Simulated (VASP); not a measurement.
# P (Cmce) in VASP: single point with PBE

Aim: the single point of P with PBE.

Program: VASP 6.6.1. These are calculated values, not measurements. Logs are shortened: lines on timing, memory, paths and dates and some standing lists are left out, and cuts for length are marked.

## (1) The cell of the first run

Symmetry: Cmce, No. 64, orthorhombic system. The conventional cell has a = 3.320 Å, b = 11.230 Å, c = 4.544 Å, α = 90.00°, β = 90.00°, γ = 90.00°. Within 3.0 Å of P (site symmetry m) lie 3 P at 2.23 to 2.26 Å.

## (2) Single point, PBE

The input, INCAR:

```
  PREC = Accurate
  ENCUT = 520
  EDIFF = 1E-6
  ISMEAR = -1
  SIGMA = 0.05
  LREAL = False
  LASPH = True
  NELM = 60
  ALGO = Normal
  ISIF = 2
  LWAVE = False
  LCHARG = False
  GGA = PE
  NBANDS = 18
```

The input, KPOINTS:

```
regular mesh
0
Gamma
  14 14 10
```

The input, POSCAR:

```
P
1.0
    1.6601582724     -5.6150920368      0.0000000000
    1.6601582724      5.6150920368      0.0000000000
    0.0000000000      0.0000000000      4.5441911093
P
4
Direct
    0.0944674488      0.9055325512      0.9141610962
    0.5944674488      0.4055325512      0.5858389038
    0.9055325512      0.0944674488      0.0858389038
    0.4055325512      0.5944674488      0.4141610962
```

Potentials or basis: VASP PAW PBE potentials, release 64 (P).

Command:

```sh
$ cat potpaw_PBE.64/P/POTCAR > POTCAR
$ mpirun -np 1 vasp_std > vasp.out
```

OUTCAR:

```text
PREC = Accurate
   ENCUT = 520
   EDIFF = 1E-6
   ISMEAR = -1
   LREAL = False
   LASPH = True
   NELM = 60
   ISIF = 2
   GGA = PE

 ion  position               nearest neighbor table
   1  0.094  0.906  0.914-   2 2.23   2 2.23   3 2.26
   2  0.594  0.406  0.586-   1 2.23   1 2.23   4 2.26
   3  0.906  0.094  0.086-   4 2.23   4 2.23   1 2.26
   4  0.406  0.594  0.414-   3 2.23   3 2.23   2 2.26

  LATTYP: Found a base centered orthorhombic cell.
 ALAT       =     3.3203165448
 B/A-ratio  =     3.3822630831
 C/A-ratio  =     1.3686017727

  Lattice vectors:

 A1 = (   1.6601582724,  -5.6150920368,   0.0000000000)
 A2 = (   1.6601582724,   5.6150920368,   0.0000000000)
 A3 = (   0.0000000000,   0.0000000000,   4.5441911093)

Analysis of symmetry for initial positions (statically):
=====================================================================
 Subroutine PRICEL returns:
 Original cell was already a primitive cell.

 Routine SETGRP: Setting up the symmetry group for a
 base centered orthorhombic supercell.

 Subroutine GETGRP returns: Found  8 space group operations
 (whereof  4 operations were pure point group operations)
 out of a pool of  8 trial point group operations.

The static configuration has the point symmetry C_2h.
 The point group associated with its full space group is D_2h.

Analysis of symmetry for dynamics (positions and initial velocities):
=====================================================================
 Subroutine PRICEL returns:
 Original cell was already a primitive cell.

 Routine SETGRP: Setting up the symmetry group for a
 base centered orthorhombic supercell.

 Subroutine GETGRP returns: Found  8 space group operations
 (whereof  4 operations were pure point group operations)
 out of a pool of  8 trial point group operations.

The dynamic configuration has the point symmetry C_2h.
 The point group associated with its full space group is D_2h.

 Subroutine INISYM returns: Found  8 space group operations
 (whereof  4 operations are pure point group operations),
 and found     1 'primitive' translations

----------------------------------------------------------------------------------------

                                     Primitive cell
[... 86 lines left out ...]
   PREC   = accura    normal or accurate (medium, high low for compatibility)
   ISTART =      0    job   : 0-new  1-cont  2-samecut
   ICHARG =      2    charge: 1-file 2-atom 10-const
   ISPIN  =      1    spin polarized calculation?
   LNONCOLLINEAR =      F non collinear calculations
   LSORBIT =      F    spin-orbit coupling
   LASPH  =      T    aspherical Exc in radial PAW
   ENCUT  =  520.0 eV  38.22 Ry    6.18 a.u.  10.89 10.89  8.45*2*pi/ulx,y,z
   NELM   =     60;   NELMIN=  2; NELMDL= -5     # of ELM steps
   EDIFF  = 0.1E-05   stopping-criterion for ELM
   LREAL  =      F    real-space projection
   EDIFFG = 0.1E-04   stopping-criterion for IOM
   NSW    =      0    number of steps for IOM
   IBRION =     -1    ionic relax: 0-MD 1-quasi-New 2-CG
   NFREE  =      0    steps in history (QN), initial steepest desc. (CG)
   ISIF   =      2    stress and relaxation
   ISYM   =      2    0-nonsym 1-usesym 2-fastsym
   POTIM  = 0.5000    time-step for ionic-motion
   TEBEG  =    0.0;   TEEND  =   0.0 temperature during run
   PSTRESS=    0.0 pullay stress
   NELECT =      20.0000    total number of electrons
   NUPDOWN=      -1.0000    fix difference up-down
   EMIN   =  10.00;   EMAX   =-10.00  energy-range for DOS
   EFERMI =   0.00;   METHOD = LEGACY
   ISMEAR =    -1;   SIGMA  =   0.05  broadening in eV -4-tet -1-fermi 0-gaus
   EFERMI_NEDOS =   21; number of points for ismear=-14 and -15
   IALGO  =     38    algorithm
   IMIX   =      4    mixing-type and parameters
     AMIX     =   0.40;   BMIX     =  1.00
     AMIX_MAG =   1.60;   BMIX_MAG =  1.00
  volume/ion in A,a.u.               =      21.18       142.93
  Fermi-wavevector in a.u.,A,eV,Ry     =   1.011783  1.911992 13.928337  1.023704
  Thomas-Fermi vector in A             =   2.144853
   LORBIT       =      0    0 simple, 1 ext, 2 COOP (PROOUT), +10 PAW based schemes
   GGA     = PE    functional components
   LHFCALC =     F    Hartree Fock is set to
   AEXX    =    0.0000 exact exchange contribution
   IVDW    =     0    specifies the selected vdW correction
   LEPSILON=     F    determine dielectric tensor
   LRPA    =     F    only Hartree local field effects (RPA)
 non-spin polarized calculation
  energy-cutoff  :      520.00
  volume of cell :       84.72
 maximum number of plane-waves:      2300
 NGX is ok and might be reduce to    48
   NGX = 21   NGY = 21   NGZ = 17

 number of electron      19.9999999 magnetization

 Free energy of the ion-electron system (eV)
  ---------------------------------------------------
  ext. energy  EPLUGINS =         0.00000000
  ---------------------------------------------------
  free energy    TOTEN  =       -21.50842291 eV

  energy without entropy =      -21.50821919  energy(sigma->0) =      -21.50832105

 E-fermi :   5.4778     XC(G=0):  -9.2612

 val. band max:        5.3971225077   @ k =   0.5000   0.5000   0.0000
 cond. band min:       5.5379948581   @ k =   0.5000   0.5000   0.0000
 fundamental gap:      0.1408723504
 Fermi energy:         5.4778240788

 k-point     1 :       0.0000    0.0000    0.0000
  band No.  band energies     occupation
      1     -10.0753      2.00000
      2      -7.3837      2.00000
      3      -4.1914      2.00000
      4      -1.0783      2.00000
      5       0.4444      2.00000
      6       0.6472      2.00000
[... 481 lines left out ...]
      5      -0.1648      2.00000
      6       0.1185      2.00000
[... 10 lines left out ...]
     17      11.6816      0.00000
     18      12.4555      0.00000

 [... further k-points ...]
[... 5 lines left out ...]
  --------------------------------------------------------------------------------------
  -------------------------------------------------------------------------------------
  Total       -0.4041956     -0.0324802     -0.1739524      0.0000000      0.0000000      0.0000000
  in kB       -7.6437975     -0.6142377     -3.2896379      0.0000000      0.0000000      0.0000000
  external PRESSURE =      -3.8492244 kB  Pullay stress =       0.0000000 kB

 VOLUME and BASIS-vectors are now :
 -----------------------------------------------------------------------------
  energy-cutoff  :      520.00
  volume of cell :       84.72
      direct lattice vectors                 reciprocal lattice vectors
     1.660158272 -5.615092037  0.000000000     0.301176104 -0.089045735  0.000000000
     1.660158272  5.615092037  0.000000000     0.301176104  0.089045735  0.000000000
     0.000000000  0.000000000  4.544191109     0.000000000  0.000000000  0.220061167

 POSITION                                       TOTAL-FORCE (eV/Angst)
 -----------------------------------------------------------------------------------
      1.66016      4.55421      4.15412         0.000000      0.014499     -0.054361
      1.66016     -1.06089      2.66216         0.000000      0.014499      0.054361
      1.66016     -4.55421      0.39007         0.000000     -0.014499      0.054361
      1.66016      1.06089      1.88203         0.000000     -0.014499     -0.054361
 -----------------------------------------------------------------------------------
    total drift:                               -0.000000     -0.000000      0.000000

  FREE ENERGIE OF THE ION-ELECTRON SYSTEM (eV)
  ---------------------------------------------------
  free  energy   TOTEN  =       -21.5084229093 eV

  energy  without entropy=      -21.5082191887  energy(sigma->0) =      -21.50832105
```

It took 16 min on 1 thread of Oxide Virtual Turin-like, shared host; peak memory 0.48 GiB.

What came out:

```yaml
Free_energy: -21.5084 eV
Pressure: -0.4 GPa
Largest_force: 0.056 eV/Å
Band_gap_on_the_k_mesh: 0.14 eV
```

Forces in eV/Å, atoms in the order of the input:
```
P    0.000  0.014 -0.054
P    0.000  0.014  0.054
P    0.000 -0.014  0.054
P    0.000 -0.014 -0.054
```

Levels at points of the mesh, in eV from the valence-band top:
| k point | band 8 | band 9 | band 10 | band 11 | band 12 | band 13 |
| --- | --- | --- | --- | --- | --- | --- |
| (0.00, 0.00, 0.00) | -2.61 | -2.32 | -1.01 | 0.78 | 1.19 | 2.06 |
| (0.50, 0.00, 0.00) | -3.22 | -2.50 | -2.50 | 0.79 | 0.79 | 1.53 |
| (0.50, 0.50, 0.00) | -2.19 | -1.60 | 0.00 | 0.14 | 0.99 | 2.23 |
| (0.00, 0.00, 0.50) | -3.03 | -1.50 | -1.50 | 1.54 | 1.54 | 2.93 |
| (0.50, 0.00, 0.50) | -5.19 | -1.72 | -1.72 | 1.83 | 1.83 | 3.53 |
| (0.50, 0.50, 0.50) | -2.76 | -1.77 | -1.77 | 1.52 | 1.52 | 2.57 |

A k mesh can miss the band edges.
